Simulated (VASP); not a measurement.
# MgO (nc) (Fm-3m) in VASP: further runs, part 2 of 2

VASP 6.6.1. Earlier steps stand in the parts before.

## (3) Relaxation of cell and atoms, PBE

This run uses another cell than the first one, of 9.37 Å³/atom, 0.973 times its volume.

Input file INCAR:

```
PREC     = Accurate       # precision mode
ENCUT    = 600            # plane-wave cutoff, eV
EDIFF    = 1E-6           # SCF threshold, eV
ISMEAR   = 0              # smearing method
SIGMA    = 0.02           # smearing width, eV
LREAL    = F              # projectors in reciprocal space
LASPH    = T              # aspherical terms in the spheres
NELM     = 60             # most SCF steps
ALGO     = Normal         # electronic algorithm
ISIF     = 3              # what is computed and relaxed
LWAVE    = F              # write WAVECAR
LCHARG   = F              # write CHGCAR
GGA      = PE             # functional
IBRION   = 2              # ionic algorithm
NSW      = 100            # ionic steps
EDIFFG   = -0.002         # ionic threshold
```

Input file KPOINTS:

```
Automatic mesh
0
Gamma
  10 10 10
```

Input file POSCAR:

```
MgO
1.0
    0.0000000000      2.1085000000      2.1085000000
    2.1085000000      0.0000000000      2.1085000000
    2.1085000000      2.1085000000      0.0000000000
Mg O
1 1
Direct
    0.0000000000      0.0000000000      0.0000000000
    0.5000000000      0.5000000000      0.5000000000
```

Potentials or basis: VASP PAW PBE potentials, release 64 (Mg, O).

On the command line:

```bash
$ cat potpaw_PBE.64/Mg/POTCAR potpaw_PBE.64/O/POTCAR > POTCAR
$ mpirun -np 1 vasp_std > vasp.out
```

OUTCAR:

```text
PREC = Accurate
   ENCUT = 600
   EDIFF = 1E-6
   ISMEAR = 0
   LREAL = F
   LASPH = T
   NELM = 60
   ISIF = 3
   GGA = PE
   IBRION = 2
   NSW = 100
   EDIFFG = -0.002

 ion  position               nearest neighbor table
   1  0.000  0.000  0.000-   2 2.11   2 2.11   2 2.11   2 2.11   2 2.11   2 2.11
   2  0.500  0.500  0.500-   1 2.11   1 2.11   1 2.11   1 2.11   1 2.11   1 2.11

  LATTYP: Found a face centered cubic cell.
 ALAT       =     4.2170000000

  Lattice vectors:

 A1 = (   0.0000000000,   2.1085000000,   2.1085000000)
 A2 = (   2.1085000000,   0.0000000000,   2.1085000000)
 A3 = (   2.1085000000,   2.1085000000,   0.0000000000)

Analysis of symmetry for initial positions (statically):
=====================================================================
 Subroutine PRICEL returns:
 Original cell was already a primitive cell.

 Routine SETGRP: Setting up the symmetry group for a
 face centered cubic supercell.

 Subroutine GETGRP returns: Found 48 space group operations
 (whereof 48 operations were pure point group operations)
 out of a pool of 48 trial point group operations.

The static configuration has the point symmetry O_h .

Analysis of symmetry for dynamics (positions and initial velocities):
=====================================================================
 Subroutine PRICEL returns:
 Original cell was already a primitive cell.

 Routine SETGRP: Setting up the symmetry group for a
 face centered cubic supercell.

 Subroutine GETGRP returns: Found 48 space group operations
 (whereof 48 operations were pure point group operations)
 out of a pool of 48 trial point group operations.

The dynamic configuration has the point symmetry O_h .

 Subroutine INISYM returns: Found 48 space group operations
 (whereof 48 operations are pure point group operations),
 and found     1 'primitive' translations

----------------------------------------------------------------------------------------

                                     Primitive cell

  volume of cell :      18.7478

  direct lattice vectors                    reciprocal lattice vectors
     0.000000000  2.108500000  2.108500000    -0.237135404  0.237135404  0.237135404
     2.108500000  0.000000000  2.108500000     0.237135404 -0.237135404  0.237135404
     2.108500000  2.108500000  0.000000000     0.237135404  0.237135404 -0.237135404

  length of vectors
     2.981869296  2.981869296  2.981869296     0.410730569  0.410730569  0.410730569

  position of ions in fractional coordinates (direct lattice)
     0.000000000  0.000000000  0.000000000
     0.500000000  0.500000000  0.500000000

  ion indices of the primitive-cell ions
   primitive index   ion index
                 1           1
                 2           2

----------------------------------------------------------------------------------------

 KPOINTS: Automatic mesh

Automatic generation of k-mesh.
 Grid dimensions read from file:
 generate k-points for:   10   10   10

 Generating k-lattice:

  Cartesian coordinates                     Fractional coordinates (reciprocal lattice)
    -0.023713540  0.023713540  0.023713540     0.100000000  0.000000000  0.000000000
[... 42 lines left out ...]
   number of dos      NEDOS =    301   number of ions     NIONS =      2
   total plane-waves  NPLWV =  13824
   dimension x,y,z NGX =    24 NGY =   24 NGZ =   24
   dimension x,y,z NGXF=    48 NGYF=   48 NGZF=   48
   ions per type =               1   1
   NGX,Y,Z   is equivalent  to a cutoff of  13.38, 13.38, 13.38 a.u.
   NGXF,Y,Z  is equivalent  to a cutoff of  26.76, 26.76, 26.76 a.u.
 SYSTEM =  unknown system
   PREC   = accura    normal or accurate (medium, high low for compatibility)
   ISTART =      0    job   : 0-new  1-cont  2-samecut
   ICHARG =      2    charge: 1-file 2-atom 10-const
   ISPIN  =      1    spin polarized calculation?
   LNONCOLLINEAR =      F non collinear calculations
   LSORBIT =      F    spin-orbit coupling
   LASPH  =      T    aspherical Exc in radial PAW
   ENCUT  =  600.0 eV  44.10 Ry    6.64 a.u.   5.96  5.96  5.96*2*pi/ulx,y,z
   NELM   =     60;   NELMIN=  2; NELMDL= -5     # of ELM steps
   EDIFF  = 0.1E-05   stopping-criterion for ELM
   LREAL  =      F    real-space projection
   EDIFFG = -.2E-02   stopping-criterion for IOM
   NSW    =    100    number of steps for IOM
   IBRION =      2    ionic relax: 0-MD 1-quasi-New 2-CG
   NFREE  =      1    steps in history (QN), initial steepest desc. (CG)
   ISIF   =      3    stress and relaxation
   ISYM   =      2    0-nonsym 1-usesym 2-fastsym
   POTIM  = 0.5000    time-step for ionic-motion
   TEBEG  =    0.0;   TEEND  =   0.0 temperature during run
   PSTRESS=    0.0 pullay stress
   NELECT =       8.0000    total number of electrons
   NUPDOWN=      -1.0000    fix difference up-down
   EMIN   =  10.00;   EMAX   =-10.00  energy-range for DOS
   EFERMI =   0.00;   METHOD = LEGACY
   ISMEAR =     0;   SIGMA  =   0.02  broadening in eV -4-tet -1-fermi 0-gaus
   EFERMI_NEDOS =   21; number of points for ismear=-14 and -15
   IALGO  =     38    algorithm
   IMIX   =      4    mixing-type and parameters
     AMIX     =   0.40;   BMIX     =  1.00
     AMIX_MAG =   1.60;   BMIX_MAG =  1.00
  volume/ion in A,a.u.               =       9.37        63.26
  Fermi-wavevector in a.u.,A,eV,Ry     =   1.232503  2.329092 20.668107  1.519063
  Thomas-Fermi vector in A             =   2.367270
   LORBIT       =      0    0 simple, 1 ext, 2 COOP (PROOUT), +10 PAW based schemes
   GGA     = PE    functional components
   LHFCALC =     F    Hartree Fock is set to
   AEXX    =    0.0000 exact exchange contribution
   IVDW    =     0    specifies the selected vdW correction
   LEPSILON=     F    determine dielectric tensor
   LRPA    =     F    only Hartree local field effects (RPA)
 conjugate gradient relaxation of ions
 non-spin polarized calculation
 Gauss-broadening in eV      SIGMA  =   0.02
  energy-cutoff  :      600.00
  volume of cell :       18.75
 maximum number of plane-waves:       636
   NGX = 11   NGY = 11   NGZ = 11

--------------------------------------- Ionic step        1  -------------------------------------------

 number of electron       8.0000005 magnetization

 Free energy of the ion-electron system (eV)
  ---------------------------------------------------
  ext. energy  EPLUGINS =         0.00000000
  ---------------------------------------------------
  free energy    TOTEN  =       -11.91055224 eV

  energy without entropy =      -11.91055224  energy(sigma->0) =      -11.91055224

------------------------ aborting loop because EDIFF is reached ----------------------------------------

  FORCE on cell =-STRESS in cart. coord.  units (eV):
  Direction    XX          YY          ZZ          XY          YZ          ZX
  --------------------------------------------------------------------------------------
  -------------------------------------------------------------------------------------
  Total        0.3611754      0.3611754      0.3611754      0.0000000     -0.0000000      0.0000000
  in kB       30.8658316     30.8658316     30.8658316      0.0000000     -0.0000000      0.0000000
  external PRESSURE =      30.8658316 kB  Pullay stress =       0.0000000 kB
[... 59 lines left out ...]
--------------------------------------- Ionic step        3  -------------------------------------------

 number of electron       8.0000004 magnetization

 Free energy of the ion-electron system (eV)
  ---------------------------------------------------
  ext. energy  EPLUGINS =         0.00000000
  ---------------------------------------------------
  free energy    TOTEN  =       -11.91413005 eV

  energy without entropy =      -11.91413005  energy(sigma->0) =      -11.91413005

 E-fermi :   3.1262     XC(G=0): -10.9683

 val. band max:        3.0121221416   @ k =   0.0000   0.0000   0.0000
 cond. band min:       7.5159900696   @ k =   0.0000   0.0000   0.0000
 fundamental gap:      4.5038679280
 Fermi energy:         3.1262395161

 k-point     1 :       0.0000    0.0000    0.0000
  band No.  band energies     occupation
      1     -14.1327      2.00000
      2       3.0121      2.00000
      3       3.0121      2.00000
      4       3.0121      2.00000
      5       7.5160      0.00000
      6      18.6818      0.00000
      7      18.6818      0.00000
      8      18.6818      0.00000
[... 243 lines left out ...]
 k-point    24 :       0.4000    0.3000    0.0000
  band No.  band energies     occupation
      1     -12.9480      2.00000
      2      -0.4872      2.00000
      3       1.7429      2.00000
      4       1.9557      2.00000
      5      12.3581      0.00000
      6      13.1166      0.00000
      7      16.3679      0.00000
      8      20.8854      0.00000

 [... further k-points ...]
[... 5 lines left out ...]
  --------------------------------------------------------------------------------------
  -------------------------------------------------------------------------------------
  Total       -0.0009685     -0.0009685     -0.0009685     -0.0000000      0.0000000     -0.0000000
  in kB       -0.0811424     -0.0811424     -0.0811424     -0.0000000      0.0000000     -0.0000000
  external PRESSURE =      -0.0811424 kB  Pullay stress =       0.0000000 kB
[... 17 lines left out ...]
  FREE ENERGIE OF THE ION-ELECTRON SYSTEM (eV)
  ---------------------------------------------------
  free  energy   TOTEN  =       -11.9141300534 eV

  energy  without entropy=      -11.9141300534  energy(sigma->0) =      -11.91413005

 reached required accuracy - stopping structural energy minimisation
```

It took 19 s on 1 thread of Intel Xeon 8259CL, shared host; peak memory 0.15 GiB.

What came out:

- Free energy: -11.9141 eV
- Relaxed volume: 9.56 Å³/atom
- Relaxed cell: a = 3.002 Å, b = 3.002 Å, c = 3.002 Å, α = 60.00°, β = 60.00°, γ = 60.00°
- Space group after relaxing (to 0.05 Å): Fm-3m (No. 225)
- Energy gained by relaxing: 1.8 meV/atom
- Ionic steps: 3
- Pressure after relaxing: 0.0 GPa
- Band gap on the k mesh: 4.50 eV, direct

Step by step:
```csv
step,energy change (eV),largest force (eV/Å),pressure (GPa),volume (Å³)
1,0.0000,0.0000,3.09,18.75
2,-0.0032,0.0000,-0.93,19.24
3,-0.0036,0.0000,-0.01,19.12
```

Final structure:
```yaml
crystal:
  lattice:
    - [0.00000, 2.12247, 2.12247]
    - [2.12247, 0.00000, 2.12247]
    - [2.12247, 2.12247, 0.00000]
  atoms:
    - { symbol: Mg, position: [0.00000, 0.00000, 0.00000] }
    - { symbol: O, position: [0.50000, 0.50000, 0.50000] }
```

## (4) Against experiment

Step 2. Measured gap of MgO: 7.83 eV (quoted in “Electronic structure of alkaline earth and post-transition metal oxides”, 2009, arxiv:0908.1581). This calculation gives 4.44 eV (-3.39 eV). The value is that of PBE, without temperature or zero-point motion. Semilocal functionals fall short of measured gaps as a rule.
